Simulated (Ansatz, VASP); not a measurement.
# Tl: VASP beside Ansatz

Contents of INCAR:

```
SYSTEM = Tl
  ALGO = Normal
  EDIFF = 1E-6
  ENCUT = 520
  GGA = CA
  ISIF = 2
  ISMEAR = -1
  LASPH = .TRUE.
  LCHARG = .TRUE.
  LELF = .TRUE.
  LREAL = .FALSE.
  LVHAR = .TRUE.
  LWAVE = .FALSE.
  NBANDS = 12
  NELM = 80
  PREC = Accurate
  SIGMA = 0.1
```

The input KPOINTS:

```
k-points
0
G
  14 14 14
  0 0 0
```

File POSCAR:

```
Tl
1.0
   -1.6835671559      1.6835671559      1.6835671559
    1.6835671559     -1.6835671559      1.6835671559
    1.6835671559      1.6835671559     -1.6835671559
Tl
1
Direct
    0.0000000000      0.0000000000      0.0000000000
```

Input for Ansatz:

```yaml
crystal:
  lattice:
    - [-1.6835671559, 1.6835671559, 1.6835671559]
    - [1.6835671559, -1.6835671559, 1.6835671559]
    - [1.6835671559, 1.6835671559, -1.6835671559]
  atoms:
    - { symbol: Tl, position: [0.0, 0.0, 0.0] }
kpoints:
  mp_grid: { grid: [14, 14, 14] }
scf:
  occupations: { method: fermi_dirac, width: 0.1 }
hamiltonian:
  xc: lda
  pseudopotentials: { kind: all_electron, lapw: { basis_error: 0.001 } }
output:
  forces: true
  stress: true
  eigenvalues: true
  populations: true
```

Change from the starting cell: volume scaled by 0.7, LAPW.

Alike in both runs: task single point; functional LDA; k mesh 14 × 14 × 14; occupations fermi-dirac, width 0.1 eV; no spin polarisation.

|  | VASP | Ansatz |
| --- | --- | --- |
| version | VASP 6.6.1 | Ansatz 0.2.0 |
| potentials or method | VASP PAW LDA potentials, release 64 (Tl_d), cutoff 520 eV | all-electron LAPW, scalar-relativistic |

|  | VASP | Ansatz | Ansatz less VASP |
| --- | --- | --- | --- |
| pressure (GPa) | 41.2 | 40.7 | -0.56 |

LDA's correlation is that of Perdew and Zunger in VASP and of Perdew and Wang (1992) in Ansatz. Both programs put the cell under a high pressure, so it lies far from rest at this level. Ansatz ran all-electron here, and VASP with PAW potentials.

Neither program's run includes spin-orbit coupling.
